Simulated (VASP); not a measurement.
Write the native input for VASP 6.6.1 that does the following.

```
Task                   : single point
Functional             : PBE
Potentials or basis    : VASP PAW PBE potentials, release 64 (Zn, O_h)
Cutoff                 : 910 eV
k mesh                 : 12 × 12 × 12
Occupations            : gaussian, width 0.02 eV
Spin                   : no spin polarisation
Dipole correction      : no
Second run             : hard_potentials
Further INCAR settings : ALGO = Normal; EDIFF = 1e-06; NBANDS = 16
```

The structure of ZnO lies in POSCAR:

```
ZnO
1.0
    0.0000000000      2.1429925613      2.1429925613
    2.1429925613      0.0000000000      2.1429925613
    2.1429925613      2.1429925613      0.0000000000
Zn O
1 1
Direct
    0.0000000000      0.0000000000      0.0000000000
    0.5000000000      0.5000000000      0.5000000000
```

This cell differs from its parent crystal: volume scaled by 0.97.

The input as run:

INCAR

```
PREC     = Accurate       # precision mode
ENCUT    = 910            # plane-wave cutoff, eV
EDIFF    = 1E-6           # SCF threshold, eV
ISMEAR   = 0              # smearing method
SIGMA    = 0.02           # smearing width, eV
LREAL    = F              # projectors in reciprocal space
LASPH    = T              # aspherical terms in the spheres
NELM     = 120            # most SCF steps
ALGO     = Normal         # electronic algorithm
ISIF     = 2              # what is computed and relaxed
LWAVE    = F              # write WAVECAR
LCHARG   = F              # write CHGCAR
GGA      = PE             # functional
NBANDS   = 16             # bands
GGA_COMPAT= F
```

KPOINTS

```
regular mesh
0
Gamma
  12 12 12
```

Potentials or basis: VASP PAW PBE potentials, release 64 (Zn, O_h).

Launch:

```bash
$ cat potpaw_PBE.64/Zn/POTCAR potpaw_PBE.64/O_h/POTCAR > POTCAR
$ mpirun -np 1 vasp_std > vasp.out
```

Results of the run:

```
Pressure               : 6.2 GPa
Band gap on the k mesh : 0.86 eV, indirect (least direct gap 2.21 eV)
```

Caveat: the cutoff is under 1.25 times the usual one of these potentials, so pressure, stress and relaxed cells hold a basis-set (Pulay) error.

It took 29 s on 1 thread of AMD EPYC 9R45 96-Core Processor (Zen 5) (shared host), peak memory 0.17 GiB.
